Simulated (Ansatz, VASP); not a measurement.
CsAs2: VASP beside Ansatz

```
CELL_PARAMETERS angstrom
3.77122 0.00000 0.00000
0.00000 3.77122 0.00000
0.00000 0.00000 12.86422
ATOMIC_POSITIONS crystal
Cs 0.50000 0.00000 0.25227
Cs 0.00000 0.50000 0.74773
As 0.00000 0.00000 0.00000
As 0.50000 0.50000 0.00000
As 0.50000 0.00000 0.53325
As 0.00000 0.50000 0.46675
```

Alike in both runs: functional PBE; k mesh 10 × 10 × 4; occupations gaussian, width 0.1 eV; no spin polarisation.

Ansatz relaxed the structure, and its values are those at the end. VASP's run is a single point on that final structure, the one shown.

|  | VASP | Ansatz |
| --- | --- | --- |
| version | VASP 6.6.1 | Ansatz 0.2.0 |
| potentials or method | VASP PAW PBE potentials, release 64 (Cs_sv, As), cutoff 520 eV | scalar-relativistic, plane waves, PAW |
| valence electrons in the cell | 38 | 78 |

Ansatz gave:

| Property | Result |
| --- | --- |
| gap on the k mesh at the Fermi level (eV) | none |
| pressure (GPa) | 0.0 |
| rms of the force components (eV/Å) | 0.002 |

Which values does VASP return?

gap on the k mesh at the Fermi level (eV): none; pressure (GPa): 0.1; rms of the force components (eV/Å): 0.004.

A gap of «none» marks a metal or a gap that the smearing closes. VASP's potentials hold 38 valence electrons a cell and Ansatz's 78, so a difference there can come from the potentials and not from the codes.

Neither program's run includes spin-orbit coupling.
